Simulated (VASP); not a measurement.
Write the native input for VASP 6.6.1 that does the following.

| Quantity | Value |
| --- | --- |
| Task | single point |
| Functional | r2SCAN |
| Potentials or basis | VASP PAW PBE potentials, release 64 (Re, Cu, S) |
| Cutoff | 520 eV |
| k mesh | 5 × 5 × 5 |
| Occupations | fermi-dirac, width 0.1 eV |
| Spin | collinear spin, zero start |
| Starting moments | [0.0, 0.0, 0.0, 0.0, 0.0, 0.0, 0.0, 0.0] μB |
| Dipole correction | no |
| Further INCAR settings | ALGO = Normal; EDIFF = 1e-06 |

The system is CuReS2.

```
Re Cu S
1.0
     0.00000    5.27369    0.00000
     5.27369    0.00000    0.00000
     2.63685    2.63685   -5.27552
Re Cu S
2 2 4
Direct
  0.50000 0.50000 0.00000
  0.25000 0.75000 0.50000
  0.00000 0.00000 0.00000
  0.75000 0.25000 0.50000
  0.37500 0.34500 0.75000
  0.65500 0.12500 0.25000
  0.87500 0.90500 0.75000
  0.09500 0.62500 0.25000
```

The input as run:

POSCAR

```
CuReS2
1.0
    0.0000000000      5.2736949200      0.0000000000
    5.2736949200      0.0000000000      0.0000000000
    2.6368479600      2.6368479600     -5.2755224100
Re Cu S
2 2 4
Direct
    0.5000000000      0.5000000000      0.0000000000
    0.2500000000      0.7500000000      0.5000000000
    0.0000000000      0.0000000000      0.0000000000
    0.7500000000      0.2500000000      0.5000000000
    0.3750000000      0.3450000000      0.7500000000
    0.6550000000      0.1250000000      0.2500000000
    0.8750000000      0.9050000000      0.7500000000
    0.0950000000      0.6250000000      0.2500000000
```

INCAR.step1

```
ALGO = Normal ; EDIFF = 1E-4
ENCUT = 520 ; GGA = PE
ISMEAR = -5 ; ISPIN = 2
LASPH = T ; LCHARG = F
LMAXMIX = 4 ; LREAL = F
LWAVE = T ; MAGMOM = 0 0 0 0 0 0 0 0
NELM = 150 ; PREC = Accurate
SIGMA = 0.1
```

INCAR.step2

```
ALGO = Normal ; EDIFF = 1E-6
ENCUT = 520 ; ISIF = 2
ISMEAR = -1 ; ISPIN = 2
ISTART = 1 ; LASPH = T
LCHARG = F ; LMAXMIX = 4
LMIXTAU = T ; LORBIT = 11
LREAL = F ; LWAVE = F
MAGMOM = 0 0 0 0 0 0 0 0 ; METAGGA = R2SCAN
NELM = 150 ; PREC = Accurate
SIGMA = 0.1
```

KPOINTS

```
k-points
0
Gamma
  5 5 5
```

Potentials or basis: VASP PAW PBE potentials, release 64 (Re, Cu, S).

The run is started by

```console
$ cat potpaw_PBE.64/Re/POTCAR potpaw_PBE.64/Cu/POTCAR potpaw_PBE.64/S/POTCAR > POTCAR
$ cp INCAR.step1 INCAR
$ mpirun -np 1 vasp_std > vasp.out
$ cp INCAR.step2 INCAR
$ mpirun -np 1 vasp_std > vasp.out
```

It gave:

```yaml
Pressure: -6.0 GPa
Largest_force: 2.563 eV/Å
Band_gap_on_the_k_mesh: zero (filled and empty bands overlap)
Net_moment: 0.00 μB per cell
Valence_electrons_inside_the_program's_atomic_spheres: Re 5.74; Cu 10.18; S 3.69
```

Caveat: the cell stands under tension; the PAW data sets were made with another functional, which shifts forces and pressure a little; spin-orbit coupling is left out, which moves the levels of the heavy elements.

Run time: 14 min on 1 thread of Intel(R) Xeon(R) Platinum 8259CL CPU @ 2.50GHz (Skylake/Cascade Lake), with other jobs on the host, peak memory 0.45 GiB.
